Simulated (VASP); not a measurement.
Write the native input for VASP 6.6.1 that does the following.

* Task: single point
* Functional: PBE
* Potentials or basis: VASP PAW PBE potentials, release 64 (Ba_sv, Ag, As)
* Cutoff: 520 eV
* k mesh: 12 × 12 × 12
* Occupations: gaussian, width 0.1 eV
* Spin: no spin polarisation
* Dipole correction: no
* Further INCAR settings: ALGO = Fast; EDIFF = 1e-07; NBANDS = 29

The structure of BaAg2As2 lies in POSCAR:

```
BaAg2As2
1.0
   -2.2919895645      2.2919895645      5.7051286396
    2.2919895645     -2.2919895645      5.7051286396
    2.2919895645      2.2919895645     -5.7051286396
Ba Ag As
1 2 2
Direct
    0.0000000000      0.0000000000      0.0000000000
    0.7500000000      0.2500000000      0.5000000000
    0.2500000000      0.7500000000      0.5000000000
    0.3842161083      0.3842161083      0.0000000000
    0.6157838917      0.6157838917      0.0000000000
```

These files were run (other wordings do the same):

INCAR

```
SYSTEM = BaAg2As2
ALGO     = Fast           ! electronic algorithm
EDIFF    = 1E-7           ! SCF threshold, eV
ENCUT    = 520            ! plane-wave cutoff, eV
GGA      = PE             ! functional
ISIF     = 2              ! what is computed and relaxed
ISMEAR   = 0              ! smearing method
LASPH    = .TRUE.         ! aspherical terms in the spheres
LCHARG   = .TRUE.         ! write CHGCAR
LELF     = .TRUE.         ! ELF
LREAL    = .FALSE.        ! projectors in reciprocal space
LVHAR    = .TRUE.       
LWAVE    = .FALSE.        ! write WAVECAR
NBANDS   = 29             ! bands
NELM     = 60             ! most SCF steps
PREC     = Accurate       ! precision mode
SIGMA    = 0.1            ! smearing width, eV
```

KPOINTS

```
k-points
0
G
  12 12 12
  0 0 0
```

Potentials or basis: VASP PAW PBE potentials, release 64 (Ba_sv, Ag, As).

The run is started by

```console
$ cat potpaw_PBE.64/Ba_sv/POTCAR potpaw_PBE.64/Ag/POTCAR potpaw_PBE.64/As/POTCAR > POTCAR
$ mpirun -np 1 vasp_std > vasp.out
```

It gave:

* Pressure: 0.3 GPa
* Largest force: 0.032 eV/Å
* Band gap on the k mesh: zero (bands 21 and 22 overlap by 0.86 eV)

Caveat: spin-orbit coupling is left out, which moves the levels of the heavy elements.

Wall time 18 min on 1 thread of Intel(R) Xeon(R) Platinum 8488C (Sapphire Rapids), on a shared host, peak memory 0.78 GiB.
